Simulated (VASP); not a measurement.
# La5H3 (P6/mmm) in VASP: further runs

Runs on La5H3. Level: PBE. Tasks: single point.

Everything below comes from runs of VASP 6.6.1. Logs are shortened: lines on timing, memory, paths and dates and some standing lists are left out, and cuts for length are marked.

## Step 1: The cell of the first run

It takes space group P6/mmm (No. 191, hexagonal). The conventional cell has a = 5.327 Å, b = 5.327 Å, c = 6.623 Å, α = 90.00°, β = 90.00°, γ = 120.00°. Within 3.1 Å of La (site symmetry 3m) lie 3 H at 2.23 Å and 3 La at 3.08 Å. Within 3.5 Å of La (site symmetry 6/mmm) lie 6 H at 2.66 Å and 12 La at 3.47 Å. H (site symmetry mmm) has 6 La at 2.23 to 2.66 Å and 4 H at 2.66 Å within 3.0 Å.

The cell was built from a structure type or drawn by symmetry, and may not be a known phase.

## Step 2: Single point, PBE

Input file INCAR:

```
SYSTEM = La5H3
ALGO = Normal
EDIFF = 1E-7
ENCUT = 520
GGA = PE
ISIF = 2
ISMEAR = 0
LASPH = .True.
LCHARG = .False.
LREAL = .False.
LWAVE = .False.
NBANDS = 39
NELM = 60
PREC = Accurate
SIGMA = 0.1
```

Input file KPOINTS:

```
k-points
0
Gamma
  6 6 4
  0 0 0
```

Input file POSCAR:

```
La5H3
1.0
    5.3272904500      0.0000000000      0.0000000000
   -2.6636452200      4.6135688600      0.0000000000
    0.0000000000      0.0000000000      6.6229266000
La H
5 3
Direct
    0.3333333300      0.6666666700      0.7559320100
    0.3333333300      0.6666666700      0.2440679900
    0.6666666700      0.3333333300      0.2440679900
    0.6666666700      0.3333333300      0.7559320100
    0.0000000000      0.0000000000      0.0000000000
    0.5000000000      0.0000000000      0.0000000000
    0.0000000000      0.5000000000      0.0000000000
    0.5000000000      0.5000000000      0.0000000000
```

Potentials or basis: VASP PAW PBE potentials, release 64 (La, H).

On the command line:

```sh
cat potpaw_PBE.64/La/POTCAR potpaw_PBE.64/H/POTCAR > POTCAR
mpirun -np 1 vasp_std > vasp.out
```

OUTCAR:

```text
SYSTEM = La5H3
   EDIFF = 1E-7
   ENCUT = 520
   GGA = PE
   ISIF = 2
   ISMEAR = 0
   LASPH = .True.
   LREAL = .False.
   NELM = 60
   PREC = Accurate

 ion  position               nearest neighbor table
   1  0.333  0.667  0.756-   6 2.23   7 2.23   8 2.23   4 3.08   4 3.08   4 3.08   2 3.23   2 3.39
                             5 3.47   5 3.47   5 3.47
   2  0.333  0.667  0.244-   6 2.23   7 2.23   8 2.23   3 3.08   3 3.08   3 3.08   1 3.23   1 3.39
                             5 3.47   5 3.47   5 3.47
   3  0.667  0.333  0.244-   6 2.23   7 2.23   8 2.23   2 3.08   2 3.08   2 3.08   4 3.23   4 3.39
                             5 3.47   5 3.47   5 3.47
   4  0.667  0.333  0.756-   6 2.23   7 2.23   8 2.23   1 3.08   1 3.08   1 3.08   3 3.23   3 3.39
                             5 3.47   5 3.47   5 3.47
   5  0.000  0.000  0.000-   1 3.47   2 3.47   3 3.47   4 3.47   1 3.47   2 3.47   3 3.47   4 3.47
                             3 3.47   4 3.47   1 3.47   2 3.47
   6  0.500  0.000  0.000-   1 2.23   2 2.23   3 2.23   4 2.23
   7  0.000  0.500  0.000-   1 2.23   2 2.23   3 2.23   4 2.23
   8  0.500  0.500  0.000-   1 2.23   2 2.23   3 2.23   4 2.23

  LATTYP: Found a hexagonal cell.
 ALAT       =     5.3272904500
 C/A-ratio  =     1.2432073419

  Lattice vectors:

 A1 = (   5.3272904500,   0.0000000000,   0.0000000000)
 A2 = (  -2.6636452200,   4.6135688600,   0.0000000000)
 A3 = (   0.0000000000,   0.0000000000,   6.6229266000)

Analysis of symmetry for initial positions (statically):
=====================================================================
 Subroutine PRICEL returns:
 Original cell was already a primitive cell.

 Routine SETGRP: Setting up the symmetry group for a
 hexagonal supercell.

 Subroutine GETGRP returns: Found 24 space group operations
 (whereof 24 operations were pure point group operations)
 out of a pool of 24 trial point group operations.

The static configuration has the point symmetry D_6h.

Analysis of symmetry for dynamics (positions and initial velocities):
=====================================================================
 Subroutine PRICEL returns:
 Original cell was already a primitive cell.

 Routine SETGRP: Setting up the symmetry group for a
 hexagonal supercell.

 Subroutine GETGRP returns: Found 24 space group operations
 (whereof 24 operations were pure point group operations)
 out of a pool of 24 trial point group operations.

The dynamic configuration has the point symmetry D_6h.

 Subroutine INISYM returns: Found 24 space group operations
 (whereof 24 operations are pure point group operations),
 and found     1 'primitive' translations

----------------------------------------------------------------------------------------

                                     Primitive cell

  volume of cell :     162.7771

  direct lattice vectors                    reciprocal lattice vectors
     5.327290450  0.000000000  0.000000000     0.187712686  0.108375970  0.000000000
    -2.663645220  4.613568860  0.000000000     0.000000000  0.216751940  0.000000000
     0.000000000  0.000000000  6.622926600     0.000000000  0.000000000  0.150990651

  length of vectors
     5.327290450  5.327290445  6.622926600     0.216751940  0.216751940  0.150990651

  position of ions in fractional coordinates (direct lattice)
     0.333333330  0.666666670  0.755932010
     0.333333330  0.666666670  0.244067990
     0.666666670  0.333333330  0.244067990
     0.666666670  0.333333330  0.755932010
     0.000000000  0.000000000  0.000000000
     0.500000000  0.000000000  0.000000000
     0.000000000  0.500000000  0.000000000
     0.500000000  0.500000000  0.000000000

  ion indices of the primitive-cell ions
   primitive index   ion index
                 1           1
                 2           2
                 3           3
                 4           4
                 5           5
                 6           6
                 7           7
                 8           8

----------------------------------------------------------------------------------------

 KPOINTS: k-points

Automatic generation of k-mesh.
 Grid dimensions read from file:
 generate k-points for:    6    6    4

 Generating k-lattice:

  Cartesian coordinates                     Fractional coordinates (reciprocal lattice)
     0.031285448  0.018062662  0.000000000     0.166666667  0.000000000  0.000000000
     0.000000000  0.036125323  0.000000000     0.000000000  0.166666667  0.000000000
     0.000000000  0.000000000  0.037747663     0.000000000  0.000000000  0.250000000

  Length of vectors
     0.036125323  0.036125323  0.037747663

  Shift w.r.t. Gamma in fractional coordinates (k-lattice)
     0.000000000  0.000000000  0.000000000

 Subroutine IBZKPT returns following result:
 ===========================================

 Found     21 irreducible k-points:

 Following reciprocal coordinates:
            Coordinates               Weight
  0.000000  0.000000  0.000000      1.000000
  0.166667  0.000000  0.000000      6.000000
  0.333333  0.000000  0.000000      6.000000
  0.500000  0.000000  0.000000      3.000000
  0.166667  0.166667  0.000000      6.000000
  0.333333  0.166667  0.000000     12.000000
[... 13 lines left out ...]
  0.333333  0.166667  0.500000     12.000000
  0.333333  0.333333  0.500000      2.000000
   k-points           NKPTS =     21   k-points in BZ     NKDIM =     21   number of bands    NBANDS=     39
   number of dos      NEDOS =    301   number of ions     NIONS =      8
   total plane-waves  NPLWV =  80000
   dimension x,y,z NGX =    40 NGY =   40 NGZ =   50
   dimension x,y,z NGXF=    80 NGYF=   80 NGZF=  100
   ions per type =               5   3
   NGX,Y,Z   is equivalent  to a cutoff of  12.48, 12.48, 12.55 a.u.
   NGXF,Y,Z  is equivalent  to a cutoff of  24.97, 24.97, 25.10 a.u.
 SYSTEM =  La5H3
   PREC   = accura    normal or accurate (medium, high low for compatibility)
   ISTART =      0    job   : 0-new  1-cont  2-samecut
   ICHARG =      2    charge: 1-file 2-atom 10-const
   ISPIN  =      1    spin polarized calculation?
   LNONCOLLINEAR =      F non collinear calculations
   LSORBIT =      F    spin-orbit coupling
   LASPH  =      T    aspherical Exc in radial PAW
   ENCUT  =  520.0 eV  38.22 Ry    6.18 a.u.   9.91  9.91 12.31*2*pi/ulx,y,z
   NELM   =     60;   NELMIN=  2; NELMDL= -5     # of ELM steps
   EDIFF  = 0.1E-06   stopping-criterion for ELM
   LREAL  =      F    real-space projection
   EDIFFG = 0.1E-05   stopping-criterion for IOM
   NSW    =      0    number of steps for IOM
   IBRION =     -1    ionic relax: 0-MD 1-quasi-New 2-CG
   NFREE  =      0    steps in history (QN), initial steepest desc. (CG)
   ISIF   =      2    stress and relaxation
   ISYM   =      2    0-nonsym 1-usesym 2-fastsym
   POTIM  = 0.5000    time-step for ionic-motion
   TEBEG  =    0.0;   TEEND  =   0.0 temperature during run
   PSTRESS=    0.0 pullay stress
   NELECT =      58.0000    total number of electrons
   NUPDOWN=      -1.0000    fix difference up-down
   EMIN   =  10.00;   EMAX   =-10.00  energy-range for DOS
   EFERMI =   0.00;   METHOD = LEGACY
   ISMEAR =     0;   SIGMA  =   0.10  broadening in eV -4-tet -1-fermi 0-gaus
   EFERMI_NEDOS =   21; number of points for ismear=-14 and -15
   IALGO  =     38    algorithm
   IMIX   =      4    mixing-type and parameters
     AMIX     =   0.40;   BMIX     =  1.00
     AMIX_MAG =   1.60;   BMIX_MAG =  1.00
  volume/ion in A,a.u.               =      20.35       137.31
  Fermi-wavevector in a.u.,A,eV,Ry     =   1.160610  2.193235 18.327266  1.347016
  Thomas-Fermi vector in A             =   2.297191
   LORBIT       =      0    0 simple, 1 ext, 2 COOP (PROOUT), +10 PAW based schemes
   GGA     = PE    functional components
   LHFCALC =     F    Hartree Fock is set to
   AEXX    =    0.0000 exact exchange contribution
   IVDW    =     0    specifies the selected vdW correction
   LEPSILON=     F    determine dielectric tensor
   LRPA    =     F    only Hartree local field effects (RPA)
 non-spin polarized calculation
 Gauss-broadening in eV      SIGMA  =   0.10
  energy-cutoff  :      520.00
  volume of cell :      162.78
 maximum number of plane-waves:      4407
 NGX is ok and might be reduce to    40
   NGX = 19   NGY = 19   NGZ = 25

 number of electron      57.9999998 magnetization

 Free energy of the ion-electron system (eV)
  ---------------------------------------------------
  ext. energy  EPLUGINS =         0.00000000
  ---------------------------------------------------
  free energy    TOTEN  =       -31.97095963 eV

  energy without entropy =      -31.91368647  energy(sigma->0) =      -31.94232305

 E-fermi :   9.1854     XC(G=0): -10.1591

 val. band max:        9.1781414613   @ k =   0.5000   0.0000   0.5000
 cond. band min:       9.1879532270   @ k =   0.3333   0.1667   0.2500
 fundamental gap:      0.0098117657
 Fermi energy:         9.1853747365

 k-point     1 :       0.0000    0.0000    0.0000
  band No.  band energies     occupation
      1     -23.6655      2.00000
      2     -23.2819      2.00000
      3     -22.9553      2.00000
      4     -22.7838      2.00000
      5     -22.5246      2.00000
      6      -8.7386      2.00000
[... 31 lines left out ...]
     38      11.1219      0.00000
     39      11.1247      0.00000

 k-point     2 :       0.1667    0.0000    0.0000
  band No.  band energies     occupation
      1     -23.6115      2.00000
      2     -23.2405      2.00000
      3     -22.9690      2.00000
      4     -22.8349      2.00000
      5     -22.5733      2.00000
      6      -8.7543      2.00000
[... 787 lines left out ...]
     38      10.9513      0.00000
     39      11.0367      0.00000

 k-point    21 :       0.3333    0.3333    0.5000
  band No.  band energies     occupation
      1     -23.1049      2.00000
      2     -23.1049      2.00000
      3     -23.0533      2.00000
      4     -23.0215      2.00000
      5     -23.0215      2.00000
      6      -8.5200      2.00000
[... 31 lines left out ...]
     38      11.0850      0.00000
     39      11.1231      0.00000

------------------------ aborting loop because EDIFF is reached ----------------------------------------

  FORCE on cell =-STRESS in cart. coord.  units (eV):
  Direction    XX          YY          ZZ          XY          YZ          ZX
  --------------------------------------------------------------------------------------
  -------------------------------------------------------------------------------------
  Total       14.4453678     14.4453678     14.1396900      0.0000000     -0.0000000      0.0000000
  in kB      142.1824072    142.1824070    139.1736915      0.0000002     -0.0000000      0.0000000
  external PRESSURE =     141.1795019 kB  Pullay stress =       0.0000000 kB

 VOLUME and BASIS-vectors are now :
 -----------------------------------------------------------------------------
  energy-cutoff  :      520.00
  volume of cell :      162.78
      direct lattice vectors                 reciprocal lattice vectors
     5.327290450  0.000000000  0.000000000     0.187712686  0.108375970  0.000000000
    -2.663645220  4.613568860  0.000000000     0.000000000  0.216751940  0.000000000
     0.000000000  0.000000000  6.622926600     0.000000000  0.000000000  0.150990651

 POSITION                                       TOTAL-FORCE (eV/Angst)
 -----------------------------------------------------------------------------------
     -0.00000      3.07571      5.00648        -0.000000     -0.000000     -1.734092
     -0.00000      3.07571      1.61644        -0.000000     -0.000000      1.734092
      2.66365      1.53786      1.61644         0.000000      0.000000      1.734092
      2.66365      1.53786      5.00648         0.000000      0.000000     -1.734092
      0.00000      0.00000      0.00000        -0.000000      0.000000      0.000000
      2.66365      0.00000      0.00000        -0.000000      0.000000      0.000000
     -1.33182      2.30678      0.00000        -0.000000      0.000000      0.000000
      1.33182      2.30678      0.00000        -0.000000      0.000000      0.000000
 -----------------------------------------------------------------------------------
    total drift:                                0.000000     -0.000000     -0.000000

  FREE ENERGIE OF THE ION-ELECTRON SYSTEM (eV)
  ---------------------------------------------------
  free  energy   TOTEN  =       -31.9709596267 eV

  energy  without entropy=      -31.9136864749  energy(sigma->0) =      -31.94232305
```

Run time: 7.8 min. Hardware: 1 thread of Oxide Virtual Turin-like, shared host; peak memory 0.29 GiB.

Results:

```yaml
Free_energy: -31.9710 eV
Pressure: 14.1 GPa
Largest_force: 1.734 eV/Å
Band_gap_on_the_k_mesh: zero (bands 29 and 30 overlap by 0.54 eV)
```

Forces in eV/Å, atoms in the order of the input:
```
La   0.000  0.000 -1.734
La   0.000  0.000  1.734
La   0.000  0.000  1.734
La   0.000  0.000 -1.734
La   0.000  0.000  0.000
H    0.000  0.000  0.000
H    0.000  0.000  0.000
H    0.000  0.000  0.000
```

Stress tensor (GPa, compression positive):
```
14.22  0.00  0.00
 0.00 14.22  0.00
 0.00  0.00 13.92
```

Levels at points of the mesh, in eV from the Fermi level:
```
           k point  band 25  band 26  band 27  band 28  band 29  band 30  band 31  band 32  band 33  band 34
(0.00, 0.00, 0.00)    -0.03    -0.03     0.06     0.33     0.42     0.78     0.78     1.17     1.17     1.42
(0.50, 0.00, 0.00)    -1.35    -0.49    -0.46    -0.35    -0.15    -0.08     0.07     0.40     0.53     1.10
(0.00, 0.00, 0.50)    -0.90    -0.20    -0.20    -0.15    -0.15     0.93     1.54     1.54     1.57     1.57
(0.50, 0.00, 0.50)    -1.08    -0.87    -0.41    -0.23    -0.11    -0.01     0.09     0.62     0.93     0.94
```

Caveat: the cell stands under pressure; spin-orbit coupling is left out, which moves the levels of the heavy elements; forces of over 1 eV/Å act on the atoms, so gaps and moduli don't describe the material at rest.

## Step 3: Single point, PBE

This run uses another cell than the first one, of 24.49 Å³/atom.

Input file INCAR:

```
SYSTEM = La5H3
PREC     = Accurate       ! precision mode
ENCUT    = 520            ! plane-wave cutoff, eV
EDIFF    = 1E-6           ! SCF threshold, eV
ISMEAR   = 0              ! smearing method
SIGMA    = 0.1            ! smearing width, eV
LREAL    = .False.        ! projectors in reciprocal space
LASPH    = .True.         ! aspherical terms in the spheres
NELM     = 80             ! most SCF steps
ALGO     = Normal         ! electronic algorithm
ISIF     = 2              ! what is computed and relaxed
LWAVE    = .False.        ! write WAVECAR
LCHARG   = .False.        ! write CHGCAR
GGA      = PE             ! functional
NBANDS   = 39             ! bands
```

Input file KPOINTS:

```
regular mesh
0
Gamma
  6 6 4
  0 0 0
```

Input file POSCAR:

```
La5H3
1.0
    5.6562091490     -0.0000000031      0.0000000000
   -2.8281045718      4.8984208137      0.0000000000
    0.0000000000      0.0000000000      7.0724922147
La H
5 3
Direct
    0.3333333333      0.6666666667      0.7248734124
    0.3333333333      0.6666666667      0.2751265876
    0.6666666667      0.3333333333      0.2751265876
    0.6666666667      0.3333333333      0.7248734124
    0.0000000000      0.0000000000      0.0000000000
    0.5000000000      0.0000000000      0.0000000000
    0.0000000000      0.5000000000      0.0000000000
    0.5000000000      0.5000000000      0.0000000000
```

Potentials or basis: VASP PAW PBE potentials, release 64 (La, H).

On the command line:

```sh
cat potpaw_PBE.64/La/POTCAR potpaw_PBE.64/H/POTCAR > POTCAR
mpirun -np 1 vasp_std > vasp.out
```

It took 9.2 min on 1 thread of Oxide Virtual Turin-like, shared host; peak memory 0.34 GiB.

The run converged. Its results:

```
Free energy            : -33.8747 eV
Pressure               : 0.2 GPa
Largest force          : 0.018 eV/Å
Band gap on the k mesh : zero (bands 29 and 30 overlap by 0.53 eV)
```

Forces on the atoms (eV/Å):
```
La   0.000  0.000  0.018
La   0.000  0.000 -0.018
La   0.000  0.000 -0.018
La   0.000  0.000  0.018
La   0.000  0.000  0.000
H    0.000  0.000  0.000
H    0.000  0.000  0.000
H    0.000  0.000  0.000
```

Stress tensor (GPa, compression positive):
```
0.23 0.00 0.00
0.00 0.23 0.00
0.00 0.00 0.05
```

Levels at points of the mesh, in eV from the Fermi level:
```csv
k point,band 26,band 27,band 28,band 29,band 30,band 31,band 32,band 33
"(0.00, 0.00, 0.00)",-0.11,-0.11,0.03,0.44,0.44,0.63,0.63,0.76
"(0.50, 0.00, 0.00)",-0.40,-0.27,-0.24,-0.12,-0.09,0.16,0.21,0.55
"(0.00, 0.00, 0.50)",-0.60,-0.60,-0.30,-0.30,0.77,0.99,0.99,1.12
"(0.50, 0.00, 0.50)",-1.01,-0.63,-0.47,-0.39,0.24,0.31,0.60,0.70
```

Caveat: spin-orbit coupling is left out, which moves the levels of the heavy elements.
